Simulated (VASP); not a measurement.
Runs of VASP 6.6.1 on MnO. The structure is that of space group P6_3mc (No. 186), or close to it. The cells are those of the table. 

```tsv
task	level	potentials or basis	U	cell	k mesh	cutoff (eV)	smearing	gap on the mesh (eV)	pressure (GPa)	moment (μB)	largest force (eV/Å)
single point	PBEsol	VASP PAW PBE potentials, release 64 (Mn_pv, O)	-	a = 3.372, b = 3.372, c = 5.386 Å, angles 90.0, 90.0, 120.0°, 4 atoms	7 × 7 × 4	520	fermi-dirac 0.05 eV	none	1.1	9.98	0.61
single point	PBEsol	VASP PAW PBE potentials, release 64 (Mn_pv, O)	-	a = 3.372, b = 3.372, c = 5.386 Å, angles 90.0, 90.0, 120.0°, 4 atoms	10 × 10 × 6	520	fermi-dirac 0.05 eV	none	1.2	9.99	0.61
single point	PBEsol	VASP PAW PBE potentials, release 64 (Mn_pv, O)	-	a = 3.438, b = 3.438, c = 5.491 Å, angles 90.0, 90.0, 120.0°, 4 atoms	9 × 9 × 5	520	fermi-dirac 0.05 eV	none	-5.6	10.00	0.47
single point	LDA	VASP PAW LDA potentials, release 64 (Mn_pv, O)	-	a = 3.372, b = 3.372, c = 5.386 Å, angles 90.0, 90.0, 120.0°, 4 atoms	8 × 8 × 4	520	methfessel-paxton 0.01 eV	none	(a)	9.82	0.55
single point	LDA	VASP PAW LDA potentials, release 64 (Mn_pv, O)	-	a = 3.372, b = 3.372, c = 5.386 Å, angles 90.0, 90.0, 120.0°, 4 atoms	8 × 8 × 4	520	methfessel-paxton 0.025 eV	none	-5.1	9.82	0.55
single point	PBEsol	VASP PAW PBE potentials, release 64 (Mn_pv, O)	-	a = 3.441, b = 3.441, c = 5.170 Å, angles 90.0, 90.0, 120.0°, 4 atoms	9 × 9 × 5	520	fermi-dirac 0.05 eV	none	(b)	9.98	1.46
single point	PBEsol	VASP PAW PBE potentials, release 64 (Mn_pv, O)	-	a = 3.372, b = 3.372, c = 5.386 Å, angles 90.0, 90.0, 120.0°, 4 atoms	8 × 8 × 5	520	fermi-dirac 0.05 eV	none	1.2	9.99	0.61
relaxation of cell and atoms	r2SCAN+U	VASP PAW PBE potentials, release 64 (Mn_pv, O)	Mn d U = 4.0 eV	relaxed from a = 3.372, b = 3.372, c = 5.386 Å, angles 90.0, 90.0, 120.0°, 4 atoms	9 × 9 × 5	600	fermi-dirac 0.05 eV	none	-0.1	10.00	-
```

Alike in all rows: spin collinear, ferromagnetic start.

Task: Fill in the values left out.

Result: (a) -5.0; (b) 3.4.

Caveats: only a ferromagnetic start was run, and an antiferromagnetic order may lie lower in energy; semilocal functionals often make such compounds metallic where correlation or magnetic order opens a gap, which also shifts bond lengths (at least some runs); the PAW data sets were made with another functional, which shifts forces and pressure a little (at least some runs); the cell stands under tension (at least some runs); the cell stands under pressure (at least some runs).

A gap of «none» marks levels without a gap at the run's occupations.
